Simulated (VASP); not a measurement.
# CaO (Fm-3m) in VASP: further runs, part 2 of 2

VASP 6.6.1.

**3. Single point, revPBE+D4**

This run uses another cell than the first one, of 13.96 Å³/atom, 1.005 times its volume.

INCAR reads:

```
PREC = Accurate
ENCUT = 520
EDIFF = 1E-6
ISMEAR = -1
SIGMA = 0.05
LREAL = F
LASPH = T
NELM = 100
ALGO = Normal
ISIF = 2
LWAVE = F
LCHARG = T
GGA = RE
IVDW = 13
LELF = T
LVHAR = T
NBANDS = 15
```

KPOINTS reads:

```
Automatic mesh
0
Gamma
  10 10 10
```

POSCAR reads:

```
CaO
1.0
    0.0000000000      2.4076058292      2.4076058292
    2.4076058292      0.0000000000      2.4076058292
    2.4076058292      2.4076058292      0.0000000000
Ca O
1 1
Direct
    0.0000000000      0.0000000000      0.0000000000
    0.5000000000      0.5000000000      0.5000000000
```

Potentials or basis: VASP PAW PBE potentials, release 64 (Ca_sv, O).

Launch:

```console
cat potpaw_PBE.64/Ca_sv/POTCAR potpaw_PBE.64/O/POTCAR > POTCAR
mpirun -np 1 vasp_std > vasp.out
```

OUTCAR:

```text
PREC = Accurate
   ENCUT = 520
   EDIFF = 1E-6
   ISMEAR = -1
   LREAL = F
   LASPH = T
   NELM = 100
   ISIF = 2
   GGA = RE
   IVDW = 13

 ion  position               nearest neighbor table
   1  0.000  0.000  0.000-   2 2.41   2 2.41   2 2.41   2 2.41   2 2.41   2 2.41
   2  0.500  0.500  0.500-   1 2.41   1 2.41   1 2.41   1 2.41   1 2.41   1 2.41

  LATTYP: Found a face centered cubic cell.
 ALAT       =     4.8152116584

  Lattice vectors:

 A1 = (   0.0000000000,   2.4076058292,   2.4076058292)
 A2 = (   2.4076058292,   0.0000000000,   2.4076058292)
 A3 = (   2.4076058292,   2.4076058292,   0.0000000000)

Analysis of symmetry for initial positions (statically):
=====================================================================
 Subroutine PRICEL returns:
 Original cell was already a primitive cell.

 Routine SETGRP: Setting up the symmetry group for a
 face centered cubic supercell.

 Subroutine GETGRP returns: Found 48 space group operations
 (whereof 48 operations were pure point group operations)
 out of a pool of 48 trial point group operations.

The static configuration has the point symmetry O_h .

Analysis of symmetry for dynamics (positions and initial velocities):
=====================================================================
 Subroutine PRICEL returns:
 Original cell was already a primitive cell.

 Routine SETGRP: Setting up the symmetry group for a
 face centered cubic supercell.

 Subroutine GETGRP returns: Found 48 space group operations
 (whereof 48 operations were pure point group operations)
 out of a pool of 48 trial point group operations.

The dynamic configuration has the point symmetry O_h .

 Subroutine INISYM returns: Found 48 space group operations
 (whereof 48 operations are pure point group operations),
 and found     1 'primitive' translations

----------------------------------------------------------------------------------------
[... 121 lines left out ...]
   IVDW    =    13    specifies the selected vdW correction
   LEPSILON=     F    determine dielectric tensor
   LRPA    =     F    only Hartree local field effects (RPA)
 non-spin polarized calculation
  energy-cutoff  :      520.00
  volume of cell :       27.91
 maximum number of plane-waves:       763
 NGX is ok and might be reduce to    28
   NGX = 13   NGY = 13   NGZ = 13

 number of electron      15.9999998 magnetization

 Free energy of the ion-electron system (eV)
  ---------------------------------------------------
  ext. energy  EPLUGINS =         0.00000000
  ---------------------------------------------------
  free energy    TOTEN  =       -12.16680777 eV

  energy without entropy =      -12.16680777  energy(sigma->0) =      -12.16680777

 E-fermi :   3.4822     XC(G=0): -10.2456

 val. band max:        2.4502992348   @ k =   0.0000   0.0000   0.0000
 cond. band min:       6.1698527189   @ k =   0.5000   0.5000   0.0000
 fundamental gap:      3.7195534841
 Fermi energy:         3.4821526463

 k-point     1 :       0.0000    0.0000    0.0000
  band No.  band energies     occupation
      1     -35.3260      2.00000
      2     -16.0536      2.00000
      3     -16.0536      2.00000
      4     -16.0536      2.00000
      5     -13.1407      2.00000
      6       2.4503      2.00000
      7       2.4503      2.00000
      8       2.4503      2.00000
      9       7.2327      0.00000
     10       8.7109      0.00000
     11       8.7109      0.00000
     12       8.7109      0.00000
     13      10.1673      0.00000
     14      10.1673      0.00000
[... 401 lines left out ...]
      2     -16.6728      2.00000
      3     -16.2452      2.00000
      4     -16.2193      2.00000
      5     -12.6380      2.00000
      6       0.7935      2.00000
      7       1.9033      2.00000
      8       2.0008      2.00000
      9       6.8290      0.00000
     10      10.1131      0.00000
     11      11.1954      0.00000
     12      11.2917      0.00000
     13      11.4230      0.00000
     14      13.2642      0.00000
     15      18.0640      0.00000

 [... further k-points ...]

------------------------ aborting loop because EDIFF is reached ----------------------------------------

  DFT-D4 for vdW energy calculation

  Edisp (eV):   -0.56631

  FORCE on cell =-STRESS in cart. coord.  units (eV):
  Direction    XX          YY          ZZ          XY          YZ          ZX
  --------------------------------------------------------------------------------------
  -------------------------------------------------------------------------------------
  Total       0.10278     0.10278     0.10278     0.00000    -0.00000    -0.00000
  in kB       5.89952     5.89952     5.89952     0.00000    -0.00000    -0.00000
  external pressure =        5.90 kB  Pullay stress =        0.00 kB

 VOLUME and BASIS-vectors are now :
 -----------------------------------------------------------------------------
  energy-cutoff  :      520.00
  volume of cell :       27.91
      direct lattice vectors                 reciprocal lattice vectors
     0.000000000  2.407605829  2.407605829    -0.207675191  0.207675191  0.207675191
     2.407605829  0.000000000  2.407605829     0.207675191 -0.207675191  0.207675191
     2.407605829  2.407605829  0.000000000     0.207675191  0.207675191 -0.207675191

 POSITION                                       TOTAL-FORCE (eV/Angst)
 -----------------------------------------------------------------------------------
      0.00000      0.00000      0.00000        -0.000000     -0.000000     -0.000000
      2.40761      2.40761      2.40761         0.000000      0.000000      0.000000
 -----------------------------------------------------------------------------------
    total drift:                                0.000000      0.000000      0.000000

  FREE ENERGIE OF THE ION-ELECTRON SYSTEM (eV)
  ---------------------------------------------------
  free  energy   TOTEN  =       -12.7331192089 eV

  energy  without entropy=      -12.7331192089  energy(sigma->0) =      -12.73311921
```

OSZICAR:

```text
N       E                     dE             d eps       ncg     rms          rms(c)
DAV:   1     0.126681463814E+03    0.12668E+03   -0.84814E+03  1417   0.110E+03
DAV:   2    -0.863959725986E+01   -0.13532E+03   -0.12715E+03  1802   0.294E+02
DAV:   3    -0.137140993370E+02   -0.50745E+01   -0.50438E+01  1697   0.589E+01
DAV:   4    -0.138526217709E+02   -0.13852E+00   -0.13844E+00  1989   0.860E+00
DAV:   5    -0.138541037897E+02   -0.14820E-02   -0.14820E-02  1634   0.819E-01    0.859E+00
DAV:   6    -0.122104904180E+02    0.16436E+01   -0.50832E+00  1607   0.220E+01    0.355E+00
DAV:   7    -0.121551143591E+02    0.55376E-01   -0.39887E-01  1564   0.653E+00    0.183E+00
DAV:   8    -0.121677380847E+02   -0.12624E-01   -0.84117E-02  1816   0.312E+00    0.451E-01
DAV:   9    -0.121657638373E+02    0.19742E-02   -0.50039E-03  1452   0.603E-01    0.118E-01
DAV:  10    -0.121668271211E+02   -0.10633E-02   -0.13038E-03  1669   0.305E-01    0.431E-02
DAV:  11    -0.121668064014E+02    0.20720E-04   -0.67107E-05  1691   0.887E-02    0.635E-03
DAV:  12    -0.121668074842E+02   -0.10828E-05   -0.13459E-05  1655   0.301E-02    0.373E-03
DAV:  13    -0.121668077651E+02   -0.28094E-06   -0.60149E-07  1293   0.722E-03
   1 F= -.12733119E+02 E0= -.12733119E+02  d E =-.179571E-10
```

stdout:

```text
POSCAR found type information on POSCAR CaO
 POSCAR found :  2 types and       2 ions
 scaLAPACK will be used
 -----------------------------------------------------------------------------
|                                                                             |
|                                                                             |
|     You enforced a specific xc type in the INCAR file but a different       |
|     I HOPE YOU KNOW WHAT YOU ARE DOING!                                     |
|                                                                             |
 -----------------------------------------------------------------------------

 LDA part: xc-table for (Slater+PW92), standard interpolation
 POSCAR, INCAR and KPOINTS ok, starting setup
 FFT: planning ... GRIDC
 FFT: planning ... GRID_SOFT
 FFT: planning ... GRID
 WAVECAR not read
 entering main loop
```

Run time: 14 s. Hardware: 1 thread of Intel Xeon Platinum 8488C (Sapphire Rapids), shared host; peak memory 0.17 GiB.

Results:

```
Free energy                : -12.7331 eV
Pressure                   : 0.6 GPa
Band gap on the k mesh     : 3.72 eV, indirect (least direct gap 4.09 eV)
Dispersion energy per atom : -0.283 eV
```

Levels at points of the mesh, in eV from the valence-band top:
```csv
k point,band 4,band 5,band 6,band 7,band 8,band 9,band 10,band 11,band 12,band 13
"(0.00, 0.00, 0.00)",-18.50,-15.59,0.00,0.00,0.00,4.78,6.26,6.26,6.26,7.72
"(0.50, 0.00, 0.00)",-18.56,-14.43,-2.59,-1.18,-1.18,7.07,8.35,8.35,8.58,10.37
"(0.50, 0.50, 0.00)",-18.72,-15.36,-1.29,-0.37,-0.37,3.72,8.02,8.85,9.49,9.49
```

Caveat: the PAW data sets were made with another functional, which shifts forces and pressure a little. A hybrid or GW would open this gap; revPBE tends to underestimate it.

**4. Relaxation of cell and atoms, BLYP+D3(BJ)**

INCAR reads:

```
SYSTEM = CaO
PREC = Accurate
ENCUT = 600
EDIFF = 1E-7
ISMEAR = -1
SIGMA = 0.05
LREAL = .FALSE.
LASPH = .TRUE.
NELM = 100
ALGO = Normal
ISIF = 3
LWAVE = .FALSE.
LCHARG = .FALSE.
GGA = B5
ALDAX = 1.0
AGGAX = 1.0
AGGAC = 1.0
ALDAC = 0.0
IVDW = 12
VDW_S6 = 1.0
VDW_S8 = 2.6996
VDW_A1 = 0.4298
VDW_A2 = 4.2359
IBRION = 2
NSW = 80
EDIFFG = -0.02
```

KPOINTS reads:

```
Automatic mesh
0
G
  10 10 10
  0 0 0
```

POSCAR reads:

```
CaO
1.0
    0.0000000000      2.4035556960      2.4035556960
    2.4035556960      0.0000000000      2.4035556960
    2.4035556960      2.4035556960      0.0000000000
Ca O
1 1
Direct
    0.0000000000      0.0000000000      0.0000000000
    0.5000000000      0.5000000000      0.5000000000
```

Potentials or basis: VASP PAW PBE potentials, release 64 (Ca_sv, O).

Launch:

```console
cat potpaw_PBE.64/Ca_sv/POTCAR potpaw_PBE.64/O/POTCAR > POTCAR
mpirun -np 1 vasp_std > vasp.out
```

OUTCAR:

```text
SYSTEM = CaO
   PREC = Accurate
   ENCUT = 600
   EDIFF = 1E-7
   ISMEAR = -1
   LREAL = .FALSE.
   LASPH = .TRUE.
   NELM = 100
   ISIF = 3
   GGA = B5
   IVDW = 12
   IBRION = 2
   NSW = 80
   EDIFFG = -0.02
 IVDW          = 12

 ion  position               nearest neighbor table
   1  0.000  0.000  0.000-   2 2.40   2 2.40   2 2.40   2 2.40   2 2.40   2 2.40
   2  0.500  0.500  0.500-   1 2.40   1 2.40   1 2.40   1 2.40   1 2.40   1 2.40

  LATTYP: Found a face centered cubic cell.
 ALAT       =     4.8071113920

  Lattice vectors:

 A1 = (   0.0000000000,   2.4035556960,   2.4035556960)
 A2 = (   2.4035556960,   0.0000000000,   2.4035556960)
 A3 = (   2.4035556960,   2.4035556960,   0.0000000000)

Analysis of symmetry for initial positions (statically):
=====================================================================
 Subroutine PRICEL returns:
[... 257 lines left out ...]
  free energy    TOTEN  =       -12.26136942 eV

  energy without entropy =      -12.26136942  energy(sigma->0) =      -12.26136942

 E-fermi :   3.8097     XC(G=0): -10.1362

 val. band max:        2.7973083023   @ k =   0.0000   0.0000   0.0000
 cond. band min:       6.5230173910   @ k =   0.5000   0.5000   0.0000
 fundamental gap:      3.7257090887
 Fermi energy:         3.8096876271

 k-point     1 :       0.0000    0.0000    0.0000
  band No.  band energies     occupation
      1     -34.7347      2.00000
      2     -15.5805      2.00000
      3     -15.5805      2.00000
      4     -15.5805      2.00000
      5     -12.6716      2.00000
      6       2.7973      2.00000
      7       2.7973      2.00000
      8       2.7973      2.00000
      9       7.9736      0.00000
     10       9.0252      0.00000
     11       9.0252      0.00000
     12       9.0252      0.00000
[... 331 lines left out ...]
 k-point    24 :       0.4000    0.3000    0.0000
  band No.  band energies     occupation
      1     -34.6160      2.00000
      2     -16.2618      2.00000
      3     -15.7915      2.00000
      4     -15.7628      2.00000
      5     -12.1385      2.00000
      6       1.1500      2.00000
      7       2.2509      2.00000
      8       2.3470      2.00000
      9       7.1875      0.00000
     10      10.6878      0.00000
     11      11.5853      0.00000
     12      11.6765      0.00000

 [... further k-points ...]

------------------------ aborting loop because EDIFF is reached ----------------------------------------

 Edisp (eV)   -1.28285

 E8    (eV) :    -0.9545
[... 25 lines left out ...]
  FREE ENERGIE OF THE ION-ELECTRON SYSTEM (eV)
  ---------------------------------------------------
  free  energy   TOTEN  =       -13.5442195596 eV

  energy  without entropy=      -13.5442195596  energy(sigma->0) =      -13.54421956

 reached required accuracy - stopping structural energy minimisation
```

OSZICAR:

```text
N       E                     dE             d eps       ncg     rms          rms(c)
DAV:   1     0.143498719105E+03    0.14350E+03   -0.95924E+03  1128   0.153E+03
DAV:   2    -0.632408077005E+01   -0.14982E+03   -0.14013E+03  1264   0.361E+02
DAV:   3    -0.140627820531E+02   -0.77387E+01   -0.76783E+01  1408   0.834E+01
[... 32 lines left out ...]
DAV:   6    -0.122613672736E+02   -0.58693E-04   -0.86494E-05  1812   0.540E-02    0.110E-02
DAV:   7    -0.122613688376E+02   -0.15640E-05   -0.46535E-06  1856   0.228E-02    0.158E-03
DAV:   8    -0.122613692463E+02   -0.40869E-06   -0.31278E-07  1556   0.413E-03    0.280E-04
DAV:   9    -0.122613693926E+02   -0.14637E-06   -0.21463E-08   668   0.118E-03    0.885E-05
DAV:  10    -0.122613694160E+02   -0.23351E-07   -0.10971E-08   568   0.756E-04
   3 F= -.13544220E+02 E0= -.13544220E+02  d E =-.491554E-02
```

CONTCAR:

```text
CaO
   1.00000000000000
     0.0000000000000000    2.3856159373559800    2.3856159373559800
     2.3856159373559800    0.0000000000000000    2.3856159373559800
     2.3856159373559800    2.3856159373559800    0.0000000000000000
  Ca              O
     1     1
Direct
     0.0000000000000000    0.0000000000000000    0.0000000000000000
     0.5000000000000000    0.5000000000000000    0.5000000000000000

  0.00000000E+00  0.00000000E+00  0.00000000E+00
  0.00000000E+00  0.00000000E+00  0.00000000E+00
```

Run time: 51 s. Hardware: 1 thread of Intel Xeon Platinum 8488C (Sapphire Rapids), shared host; peak memory 0.18 GiB.

What came out:

```yaml
Free_energy: -13.5442 eV
Relaxed_volume: 13.58 Å³/atom
Relaxed_cell: a = 3.374 Å, b = 3.374 Å, c = 3.374 Å, α = 60.00°, β = 60.00°, γ = 60.00°
Space_group_after_relaxing_to_0.05_Å: Fm-3m (No. 225)
Energy_gained_by_relaxing: 2.5 meV/atom
Ionic_steps: 3
Pressure_after_relaxing: 0.0 GPa
Band_gap_on_the_k_mesh: 3.73 eV, indirect (least direct gap 4.09 eV)
Dispersion_energy_per_atom: -0.641 eV
```

The path:
```tsv
step	energy change (eV)	largest force (eV/Å)	pressure (GPa)	volume (Å³)
1	0.0000	0.0000	-2.51	27.77
2	-0.0041	0.0000	1.08	26.91
3	-0.0049	0.0000	-0.02	27.15
```

Final structure:
```xyz
2
Lattice="0.0000 2.3856 2.3856 2.3856 0.0000 2.3856 2.3856 2.3856 0.0000" Properties=species:S:1:pos:R:3 pbc="T T T"
Ca    0.0000    0.0000    0.0000
O     2.3856    2.3856    2.3856
```

Caveat: the PAW data sets were made with another functional, which shifts forces and pressure a little. A k mesh can miss the band edges.

**5. Relaxation of cell and atoms, revPBE+D4**

INCAR reads:

```
ALGO = Normal
EDIFF = 1E-6
EDIFFG = -0.02
ENCUT = 600
GGA = RE
IBRION = 2
ISIF = 3
ISMEAR = -1
IVDW = 13
LASPH = True
LCHARG = False
LREAL = False
LWAVE = False
NELM = 80
NSW = 80
PREC = Accurate
SIGMA = 0.05
```

KPOINTS reads:

```
k-points
0
Gamma
  10 10 10
```

POSCAR is that of step 4.

Launch:

```console
cat potpaw_PBE.64/Ca_sv/POTCAR potpaw_PBE.64/O/POTCAR > POTCAR
mpirun -np 1 vasp_std > vasp.out
```

It took 25 s on 1 thread of Intel Xeon Platinum 8488C (Sapphire Rapids), shared host; peak memory 0.18 GiB.

Results (log left out):

* Free energy: -12.7360 eV
* Relaxed volume: 14.02 Å³/atom
* Relaxed cell: a = 3.410 Å, b = 3.410 Å, c = 3.410 Å, α = 60.00°, β = 60.00°, γ = 60.00°
* Space group after relaxing (to 0.05 Å): Fm-3m (No. 225)
* Energy gained by relaxing: 0.4 meV/atom
* Ionic steps: 3
* Pressure after relaxing: 0.0 GPa
* Band gap on the k mesh: 3.72 eV, indirect (least direct gap 4.10 eV)
* Dispersion energy per atom: -0.282 eV

Step by step:
| step | energy change (eV) | largest force (eV/Å) | pressure (GPa) | volume (Å³) |
| --- | --- | --- | --- | --- |
| 1 | 0.0000 | 0.0000 | 1.02 | 27.77 |
| 2 | -0.0008 | 0.0000 | -0.30 | 28.13 |
| 3 | -0.0008 | 0.0000 | -0.05 | 28.04 |

Final structure:
```xyz
2
Lattice="0.0000 2.4114 2.4114 2.4114 0.0000 2.4114 2.4114 2.4114 0.0000" Properties=species:S:1:pos:R:3 pbc="T T T"
Ca    0.0000    0.0000    0.0000
O     2.4114    2.4114    2.4114
```

Levels at points of the mesh, in eV from the valence-band top:
| k point | band 5 | band 6 | band 7 | band 8 | band 9 | band 10 | band 11 | band 12 |
| --- | --- | --- | --- | --- | --- | --- | --- | --- |
| (0.00, 0.00, 0.00) | -15.58 | 0.00 | 0.00 | 0.00 | 4.75 | 6.25 | 6.25 | 6.25 |
| (0.50, 0.00, 0.00) | -14.44 | -2.58 | -1.18 | -1.18 | 7.05 | 8.32 | 8.32 | 8.54 |
| (0.50, 0.50, 0.00) | -15.35 | -1.29 | -0.37 | -0.37 | 3.72 | 7.99 | 8.83 | 9.46 |

Caveat: the PAW data sets were made with another functional, which shifts forces and pressure a little. revPBE gaps usually lie below the measured ones, often by a third to a half.

**6. Single point, PBE**

INCAR reads:

```
ALGO = Normal
EDIFF = 1E-6
ENCUT = 520
GGA = PE
ISIF = 2
ISMEAR = -1
LASPH = T
LCHARG = F
LREAL = F
LWAVE = F
NBANDS = 15
NELM = 100
PREC = Accurate
SIGMA = 0.05
```

KPOINTS reads:

```
k-points
0
Gamma
  8 8 8
```

POSCAR is that of step 5.

Potentials or basis: VASP PAW PBE potentials, release 64 (Ca_sv, O).

Launch:

```console
cat potpaw_PBE.64/Ca_sv/POTCAR potpaw_PBE.64/O/POTCAR > POTCAR
mpirun -np 1 vasp_std > vasp.out
```

It took 27 s on 1 thread of AMD EPYC 7R13, shared host; peak memory 0.13 GiB.

Results (log left out):

- Free energy: -12.8014 eV
- Pressure: 2.2 GPa
- Band gap on the k mesh: 3.64 eV, indirect (least direct gap 4.01 eV)

Levels at points of the mesh, in eV from the valence-band top:
| k point | band 4 | band 5 | band 6 | band 7 | band 8 | band 9 | band 10 | band 11 | band 12 | band 13 |
| --- | --- | --- | --- | --- | --- | --- | --- | --- | --- | --- |
| (0.00, 0.00, 0.00) | -18.40 | -15.53 | 0.00 | 0.00 | 0.00 | 4.71 | 6.22 | 6.22 | 6.22 | 7.73 |
| (0.50, 0.00, 0.00) | -18.46 | -14.34 | -2.64 | -1.20 | -1.20 | 7.05 | 8.35 | 8.35 | 8.50 | 10.42 |
| (0.50, 0.50, 0.00) | -18.63 | -15.29 | -1.30 | -0.37 | -0.37 | 3.64 | 8.04 | 8.89 | 9.53 | 9.53 |

A k mesh can miss the band edges. Expect the measured gap to be larger: semilocal functionals such as PBE lack the derivative discontinuity.

**7. The runs side by side**

| task | level | cell | k mesh | cutoff (eV) | smearing | gap on the mesh (eV) | pressure (GPa) | relaxed volume (Å³/atom) |
| --- | --- | --- | --- | --- | --- | --- | --- | --- |
| single point | PBE | a = 3.399 Å, angles 60.0°, 2 atoms | 10 × 10 × 10 | 520 | gaussian 0.021 eV | 3.64 | 2.2 | - |
| single point | revPBE+D4 | a = 3.405 Å, angles 60.0°, 2 atoms | 10 × 10 × 10 | 520 | fermi-dirac 0.05 eV | 3.72 | 0.6 | - |
| relaxation of cell and atoms | BLYP+D3(BJ) | relaxed from a = 3.399 Å, angles 60.0°, 2 atoms | 10 × 10 × 10 | 600 | fermi-dirac 0.05 eV | 3.73 | 0.0 | 13.58 |
| relaxation of cell and atoms | revPBE+D4 | relaxed from a = 3.399 Å, angles 60.0°, 2 atoms | 10 × 10 × 10 | 600 | fermi-dirac 0.05 eV | 3.72 | 0.0 | 14.02 |
| single point | PBE | a = 3.399 Å, angles 60.0°, 2 atoms | 8 × 8 × 8 | 520 | fermi-dirac 0.05 eV | 3.64 | 2.2 | - |

Alike in all rows: potentials or basis VASP PAW PBE potentials, release 64 (Ca_sv, O); no spin polarisation.

Caveats: the PAW data sets were made with another functional, which shifts forces and pressure a little (some runs).

Absolute energies hang on the potentials; compare differences alone.
